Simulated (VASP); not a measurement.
# La (P6_3/mmc) in VASP: notebook

Runs on La. Level: PBEsol. Tasks: relaxation of cell and atoms, single point.

All numbers are computed with VASP 6.6.1; they aren't measurements. Logs are shortened: lines on timing, memory, paths and dates and some standing lists are left out, and cuts for length are marked.

### 1 The cell of the first run

Symmetry: P6_3/mmc, No. 194, hexagonal system. The conventional cell has a = 3.639 Å, b = 3.639 Å, c = 6.004 Å, α = 90.00°, β = 90.00°, γ = 120.00°. Within 4.8 Å of La (site symmetry -6m2) lie 12 La at 3.64 to 3.66 Å.

### 2 Relaxation of cell and atoms, PBEsol

File INCAR:

```
PREC     = Accurate       # precision mode
ENCUT    = 600            # plane-wave cutoff, eV
EDIFF    = 1E-6           # SCF threshold, eV
ISMEAR   = -1             # smearing method
SIGMA    = 0.15           # smearing width, eV
LREAL    = F              # projectors in reciprocal space
LASPH    = T              # aspherical terms in the spheres
NELM     = 100            # most SCF steps
ALGO     = Normal         # electronic algorithm
ISIF     = 3              # what is computed and relaxed
LWAVE    = F              # write WAVECAR
LCHARG   = F              # write CHGCAR
GGA      = PS             # functional
IBRION   = 2              # ionic algorithm
NSW      = 80             # ionic steps
EDIFFG   = -0.001         # ionic threshold
```

File KPOINTS:

```
regular mesh
0
Gamma
  15 15 8
```

File POSCAR:

```
La
1.0
    3.6393323880      0.0000000000      0.0000000000
   -1.8196661940      3.1517543008      0.0000000000
    0.0000000000      0.0000000000      6.0037447349
La
2
Direct
    0.3333333333      0.6666666667      0.2500000000
    0.6666666667      0.3333333333      0.7500000000
```

Potentials or basis: VASP PAW PBE potentials, release 64 (La).

The run is started by

```console
$ cat potpaw_PBE.64/La/POTCAR > POTCAR
$ mpirun -np 1 vasp_std > vasp.out
```

OUTCAR:

```text
PREC = Accurate
   ENCUT = 600
   EDIFF = 1E-6
   ISMEAR = -1
   LREAL = F
   LASPH = T
   NELM = 100
   ISIF = 3
   GGA = PS
   IBRION = 2
   NSW = 80
   EDIFFG = -0.001

 ion  position               nearest neighbor table
   1  0.333  0.667  0.250-   2 3.66   2 3.66   2 3.66   2 3.66   2 3.66   2 3.66
   2  0.667  0.333  0.750-   1 3.66   1 3.66   1 3.66   1 3.66   1 3.66   1 3.66

  LATTYP: Found a hexagonal cell.
 ALAT       =     3.6393323880
 C/A-ratio  =     1.6496829899

  Lattice vectors:

 A1 = (   3.6393323880,   0.0000000000,   0.0000000000)
 A2 = (  -1.8196661940,   3.1517543008,   0.0000000000)
 A3 = (   0.0000000000,   0.0000000000,   6.0037447349)

Analysis of symmetry for initial positions (statically):
=====================================================================
 Subroutine PRICEL returns:
 Original cell was already a primitive cell.

 Routine SETGRP: Setting up the symmetry group for a
 hexagonal supercell.

 Subroutine GETGRP returns: Found 24 space group operations
 (whereof 12 operations were pure point group operations)
 out of a pool of 24 trial point group operations.

The static configuration has the point symmetry D_3d.
 The point group associated with its full space group is D_6h.

Analysis of symmetry for dynamics (positions and initial velocities):
=====================================================================
 Subroutine PRICEL returns:
 Original cell was already a primitive cell.

 Routine SETGRP: Setting up the symmetry group for a
 hexagonal supercell.

 Subroutine GETGRP returns: Found 24 space group operations
 (whereof 12 operations were pure point group operations)
 out of a pool of 24 trial point group operations.

The dynamic configuration has the point symmetry D_3d.
 The point group associated with its full space group is D_6h.

 Subroutine INISYM returns: Found 24 space group operations
 (whereof 12 operations are pure point group operations),
 and found     1 'primitive' translations

----------------------------------------------------------------------------------------

                                     Primitive cell

  volume of cell :      68.8646

  direct lattice vectors                    reciprocal lattice vectors
     3.639332388  0.000000000  0.000000000     0.274775671  0.158641808  0.000000000
    -1.819666194  3.151754301  0.000000000     0.000000000  0.317283616  0.000000000
     0.000000000  0.000000000  6.003744735     0.000000000  0.000000000  0.166562711

  length of vectors
     3.639332388  3.639332388  6.003744735     0.317283616  0.317283616  0.166562711

  position of ions in fractional coordinates (direct lattice)
     0.333333333  0.666666667  0.250000000
     0.666666667  0.333333333  0.750000000

  ion indices of the primitive-cell ions
   primitive index   ion index
                 1           1
                 2           2

----------------------------------------------------------------------------------------

 KPOINTS: regular mesh

Automatic generation of k-mesh.
 Grid dimensions read from file:
 generate k-points for:   15   15    8

 Generating k-lattice:

  Cartesian coordinates                     Fractional coordinates (reciprocal lattice)
     0.018318378  0.010576121  0.000000000     0.066666667 -0.000000000  0.000000000
     0.000000000  0.021152241  0.000000000     0.000000000  0.066666667  0.000000000
     0.000000000  0.000000000  0.020820339     0.000000000  0.000000000  0.125000000

  Length of vectors
     0.021152241  0.021152241  0.020820339

  Shift w.r.t. Gamma in fractional coordinates (k-lattice)
     0.000000000  0.000000000  0.000000000

 Subroutine IBZKPT returns following result:
 ===========================================

 Found    135 irreducible k-points:

 Following reciprocal coordinates:
            Coordinates               Weight
  0.000000  0.000000  0.000000      1.000000
  0.066667  0.000000  0.000000      6.000000
  0.133333  0.000000  0.000000      6.000000
  0.200000  0.000000  0.000000      6.000000
  0.266667  0.000000  0.000000      6.000000
  0.333333  0.000000  0.000000      6.000000
[... 16 lines left out ...]
  0.333333  0.200000  0.000000     12.000000
  0.400000  0.200000  0.000000      6.000000
 [... further k-points ...]
   k-points           NKPTS =    135   k-points in BZ     NKDIM =    135   number of bands    NBANDS=     15
   number of dos      NEDOS =    301   number of ions     NIONS =      2
   total plane-waves  NPLWV =  43200
   dimension x,y,z NGX =    30 NGY =   30 NGZ =   48
   dimension x,y,z NGXF=    60 NGYF=   60 NGZF=   96
   ions per type =               2
   NGX,Y,Z   is equivalent  to a cutoff of  13.70, 13.70, 13.29 a.u.
   NGXF,Y,Z  is equivalent  to a cutoff of  27.41, 27.41, 26.58 a.u.
 SYSTEM =  unknown system
   PREC   = accura    normal or accurate (medium, high low for compatibility)
   ISTART =      0    job   : 0-new  1-cont  2-samecut
   ICHARG =      2    charge: 1-file 2-atom 10-const
   ISPIN  =      1    spin polarized calculation?
   LNONCOLLINEAR =      F non collinear calculations
   LSORBIT =      F    spin-orbit coupling
   LASPH  =      T    aspherical Exc in radial PAW
   ENCUT  =  600.0 eV  44.10 Ry    6.64 a.u.   7.27  7.27 11.99*2*pi/ulx,y,z
   NELM   =    100;   NELMIN=  2; NELMDL= -5     # of ELM steps
   EDIFF  = 0.1E-05   stopping-criterion for ELM
   LREAL  =      F    real-space projection
   EDIFFG = -.1E-02   stopping-criterion for IOM
   NSW    =     80    number of steps for IOM
   IBRION =      2    ionic relax: 0-MD 1-quasi-New 2-CG
   NFREE  =      1    steps in history (QN), initial steepest desc. (CG)
   ISIF   =      3    stress and relaxation
   ISYM   =      2    0-nonsym 1-usesym 2-fastsym
   POTIM  = 0.5000    time-step for ionic-motion
   TEBEG  =    0.0;   TEEND  =   0.0 temperature during run
   PSTRESS=    0.0 pullay stress
   NELECT =      22.0000    total number of electrons
   NUPDOWN=      -1.0000    fix difference up-down
   EMIN   =  10.00;   EMAX   =-10.00  energy-range for DOS
   EFERMI =   0.00;   METHOD = LEGACY
   ISMEAR =    -1;   SIGMA  =   0.15  broadening in eV -4-tet -1-fermi 0-gaus
   EFERMI_NEDOS =   21; number of points for ismear=-14 and -15
   IALGO  =     38    algorithm
   IMIX   =      4    mixing-type and parameters
     AMIX     =   0.40;   BMIX     =  1.00
     AMIX_MAG =   1.60;   BMIX_MAG =  1.00
  volume/ion in A,a.u.               =      34.43       232.36
  Fermi-wavevector in a.u.,A,eV,Ry     =   1.119138  2.114864 17.040886  1.252470
  Thomas-Fermi vector in A             =   2.255775
   LORBIT       =      0    0 simple, 1 ext, 2 COOP (PROOUT), +10 PAW based schemes
   GGA     = PS    functional components
   LHFCALC =     F    Hartree Fock is set to
   AEXX    =    0.0000 exact exchange contribution
   IVDW    =     0    specifies the selected vdW correction
   LEPSILON=     F    determine dielectric tensor
   LRPA    =     F    only Hartree local field effects (RPA)
 conjugate gradient relaxation of ions
 non-spin polarized calculation
  energy-cutoff  :      600.00
  volume of cell :       68.86
 maximum number of plane-waves:      2340
 NGX is ok and might be reduce to    30
   NGX = 15   NGY = 15   NGZ = 23

--------------------------------------- Ionic step        1  -------------------------------------------

 number of electron      22.0000001 magnetization

 Free energy of the ion-electron system (eV)
  ---------------------------------------------------
  ext. energy  EPLUGINS =         0.00000000
  ---------------------------------------------------
  free energy    TOTEN  =       -10.75165969 eV

  energy without entropy =      -10.49808086  energy(sigma->0) =      -10.62487028

------------------------ aborting loop because EDIFF is reached ----------------------------------------

  FORCE on cell =-STRESS in cart. coord.  units (eV):
  Direction    XX          YY          ZZ          XY          YZ          ZX
  --------------------------------------------------------------------------------------
  -------------------------------------------------------------------------------------
  Total        0.1757343      0.1757343      0.0402334      0.0000000     -0.0000000      0.0000000
  in kB        4.0885641      4.0885641      0.9360545      0.0000000     -0.0000000      0.0000000
  external PRESSURE =       3.0377275 kB  Pullay stress =       0.0000000 kB
[... 89 lines left out ...]
  FREE ENERGIE OF THE ION-ELECTRON SYSTEM (eV)
  ---------------------------------------------------
  free  energy   TOTEN  =       -10.7527709661 eV

  energy  without entropy=      -10.4966276792  energy(sigma->0) =      -10.62469932

[... ionic steps 4 to 34 ...]

--------------------------------------- Ionic step       35  -------------------------------------------

 number of electron      22.0000001 magnetization

------------------------ aborting loop because EDIFF is reached ----------------------------------------
[... 67 lines left out ...]
--------------------------------------- Ionic step       37  -------------------------------------------

 number of electron      22.0000001 magnetization

 Free energy of the ion-electron system (eV)
  ---------------------------------------------------
  ext. energy  EPLUGINS =         0.00000000
  ---------------------------------------------------
  free energy    TOTEN  =       -10.75297611 eV

  energy without entropy =      -10.49645301  energy(sigma->0) =      -10.62471456

 E-fermi :   8.3277     XC(G=0):  -9.9425

 val. band max:        8.3203127944   @ k =   0.3333   0.2667   0.3750
 cond. band min:       8.3327093669   @ k =   0.2667   0.2667   0.0000
 fundamental gap:      0.0123965725
 Fermi energy:         8.3276765865

 k-point     1 :       0.0000    0.0000    0.0000
  band No.  band energies     occupation
      1     -24.4065      2.00000
      2     -24.1531      2.00000
      3      -8.8781      2.00000
      4      -7.4198      2.00000
      5      -7.4198      2.00000
      6      -7.2054      2.00000
      7      -7.2054      2.00000
      8      -7.1951      2.00000
      9       5.1459      2.00000
     10       6.4920      1.99999
     11       9.4414      0.00119
     12       9.7224      0.00018
     13       9.7224      0.00018
     14      10.0033      0.00003
[... 401 lines left out ...]
      2     -24.0736      2.00000
      3      -8.6063      2.00000
      4      -8.3393      2.00000
      5      -8.0705      2.00000
      6      -8.0294      2.00000
      7      -7.7287      2.00000
      8      -7.6918      2.00000
      9       6.9793      1.99975
     10       7.5847      1.98597
     11       7.9631      1.83822
     12       9.1168      0.01033
     13       9.3366      0.00239
     14       9.5282      0.00067
     15      10.1833      0.00001

 [... further k-points ...]

------------------------ aborting loop because EDIFF is reached ----------------------------------------

  FORCE on cell =-STRESS in cart. coord.  units (eV):
  Direction    XX          YY          ZZ          XY          YZ          ZX
  --------------------------------------------------------------------------------------
  -------------------------------------------------------------------------------------
  Total        0.0003322      0.0003322     -0.0006065      0.0000000      0.0000000      0.0000000
  in kB        0.0076317      0.0076317     -0.0139301      0.0000000      0.0000000      0.0000000
  external PRESSURE =       0.0004445 kB  Pullay stress =       0.0000000 kB
[... 17 lines left out ...]
  FREE ENERGIE OF THE ION-ELECTRON SYSTEM (eV)
  ---------------------------------------------------
  free  energy   TOTEN  =       -10.7529761078 eV

  energy  without entropy=      -10.4964530127  energy(sigma->0) =      -10.62471456

 reached required accuracy - stopping structural energy minimisation
```

Run time: 45 min. Hardware: 1 thread of Intel Xeon Platinum 8259CL at 2.50GHz (Skylake/Cascade Lake), shared host; peak memory 0.35 GiB.

Results:

```yaml
Free_energy: -10.7530 eV
Relaxed_volume: 34.88 Å³/atom
Relaxed_cell: a = 3.668 Å, b = 3.668 Å, c = 5.985 Å, α = 90.00°, β = 90.00°, γ = 120.00°
Space_group_after_relaxing_to_0.05_Å: P6_3/mmc (No. 194)
Energy_gained_by_relaxing: 0.7 meV/atom
Ionic_steps: 37
Pressure_after_relaxing: 0.0 GPa
Band_gap_on_the_k_mesh: zero (band 11 reaches 9.44 eV, above the bottom of band 12 at 7.86 eV)
```

Step by step:
| step | energy change (eV) | largest force (eV/Å) | pressure (GPa) | volume (Å³) |
| --- | --- | --- | --- | --- |
| 1 | 0.0000 | 0.0000 | 0.30 | 68.86 |
| 2 | -0.0010 | 0.0000 | 0.05 | 69.52 |
| 3 | -0.0011 | 0.0000 | -0.03 | 69.74 |
| 4 | -0.0011 | 0.0000 | -0.05 | 69.80 |
| 5 | -0.0013 | 0.0000 | -0.02 | 69.76 |
| 6 | -0.0013 | 0.0000 | 0.00 | 69.73 |
| 7 | -0.0013 | 0.0000 | 0.03 | 69.68 |
| 8 | -0.0013 | 0.0000 | 0.00 | 69.72 |
| 9 | -0.0013 | 0.0000 | 0.03 | 69.70 |
| 10 | -0.0013 | 0.0000 | 0.01 | 69.71 |
| 11 | -0.0013 | 0.0000 | 0.01 | 69.70 |
| 12 | -0.0013 | 0.0000 | 0.01 | 69.70 |
| 13 | -0.0013 | 0.0000 | 0.01 | 69.70 |
| 14 | -0.0013 | 0.0000 | 0.00 | 69.73 |
| 15 | -0.0013 | 0.0000 | -0.01 | 69.73 |
| 16 | -0.0013 | 0.0000 | 0.01 | 69.71 |
| 17 | -0.0013 | 0.0000 | 0.02 | 69.72 |
| 18 | -0.0013 | 0.0000 | 0.04 | 69.72 |
| 19 | -0.0013 | 0.0000 | 0.03 | 69.73 |
| 20 | -0.0013 | 0.0000 | 0.01 | 69.73 |
| 21 | -0.0013 | 0.0000 | 0.00 | 69.75 |
| 22 | -0.0013 | 0.0000 | 0.00 | 69.75 |
| 23 | -0.0013 | 0.0000 | 0.00 | 69.75 |
| 24 | -0.0013 | 0.0000 | -0.02 | 69.74 |
| 25 | -0.0013 | 0.0000 | 0.00 | 69.74 |
| 26 | -0.0013 | 0.0000 | 0.02 | 69.72 |
| 27 | -0.0013 | 0.0000 | 0.02 | 69.72 |
| 28 | -0.0013 | 0.0000 | 0.01 | 69.73 |
| 29 | -0.0013 | 0.0000 | 0.02 | 69.73 |
| 30 | -0.0013 | 0.0000 | 0.01 | 69.73 |
| 31 | -0.0013 | 0.0000 | 0.00 | 69.73 |
| 32 | -0.0013 | 0.0000 | 0.00 | 69.74 |
| 33 | -0.0013 | 0.0000 | -0.01 | 69.75 |
| 34 | -0.0013 | 0.0000 | -0.01 | 69.74 |
| 35 | -0.0013 | 0.0000 | 0.00 | 69.74 |
| 36 | -0.0013 | 0.0000 | 0.01 | 69.74 |
| 37 | -0.0013 | 0.0000 | 0.00 | 69.75 |

Final structure:
```
La
1.0
     3.66839    0.00000    0.00000
    -1.83420    3.17692    0.00000
     0.00000    0.00000    5.98506
La
2
Direct
  0.33333 0.66667 0.25000
  0.66667 0.33333 0.75000
```

Levels at points of the mesh, in eV from the Fermi level:
| k point | band 7 | band 8 | band 9 | band 10 | band 11 | band 12 | band 13 | band 14 | band 15 |
| --- | --- | --- | --- | --- | --- | --- | --- | --- | --- |
| (0.00, 0.00, 0.00) | -15.53 | -15.52 | -3.18 | -1.84 | 1.11 | 1.39 | 1.39 | 1.68 | 1.76 |
| (0.00, 0.00, 0.50) | -15.64 | -15.64 | -1.83 | -1.83 | 0.66 | 0.66 | 1.45 | 1.45 | 1.45 |

Caveat: the PAW data sets were made with another functional, which shifts forces and pressure a little; spin-orbit coupling is left out, which moves the levels of the heavy elements.

### 3 Single point, PBEsol

This run uses another cell than the first one, of 36.96 Å³/atom, 1.073 times its volume.

File INCAR:

```
  ALGO = Normal
  EDIFF = 1E-6
  ENCUT = 520
  GGA = PS
  ISIF = 2
  ISMEAR = 0
  LASPH = T
  LCHARG = T
  LELF = T
  LREAL = F
  LVHAR = T
  LWAVE = F
  NBANDS = 18
  NELM = 100
  PREC = Accurate
  SIGMA = 0.1
```

File KPOINTS:

```
k-points
0
Gamma
  6 6 4
```

File POSCAR:

```
La
1.0
    3.7500000000      0.0000000000      0.0000000000
   -1.8750000000      3.2475952642      0.0000000000
    0.0000000000      0.0000000000      6.0700000000
La
2
Direct
    0.3333333333      0.6666666667      0.2500000000
    0.6666666667      0.3333333333      0.7500000000
```

Potentials or basis: VASP PAW PBE potentials, release 64 (La).

The run is started by

```console
$ cat potpaw_PBE.64/La/POTCAR > POTCAR
$ mpirun -np 1 vasp_std > vasp.out
```

Run time: 51 s. Hardware: 1 thread of Intel Xeon Platinum 8259CL at 2.50GHz (Skylake/Cascade Lake), shared host; peak memory 0.19 GiB.

Results (log left out):

```
Free energy            : -10.5955 eV
Pressure               : -1.5 GPa
Band gap on the k mesh : zero (band 11 reaches 8.87 eV, above the bottom of band 12 at 7.37 eV)
```

Stress tensor (GPa, compression positive):
```
-1.67  0.00  0.00
 0.00 -1.67  0.00
 0.00  0.00 -1.30
```

Levels at points of the mesh, in eV from the Fermi level:
| k point | band 7 | band 8 | band 9 | band 10 | band 11 | band 12 | band 13 | band 14 | band 15 | band 16 |
| --- | --- | --- | --- | --- | --- | --- | --- | --- | --- | --- |
| (0.00, 0.00, 0.00) | -15.72 | -15.68 | -3.19 | -1.74 | 1.15 | 1.37 | 1.37 | 1.63 | 1.71 | 1.73 |
| (0.50, 0.00, 0.00) | -16.04 | -15.89 | -1.57 | -1.14 | -1.10 | 1.26 | 1.28 | 1.37 | 1.57 | 1.93 |
| (0.00, 0.00, 0.50) | -15.81 | -15.81 | -1.86 | -1.86 | 0.65 | 0.65 | 1.42 | 1.42 | 1.42 | 1.42 |
| (0.50, 0.00, 0.50) | -16.06 | -16.06 | -1.64 | -1.64 | -0.35 | -0.35 | 1.65 | 1.65 | 1.84 | 1.84 |

Caveat: the PAW data sets were made with another functional, which shifts forces and pressure a little; spin-orbit coupling is left out, which moves the levels of the heavy elements.
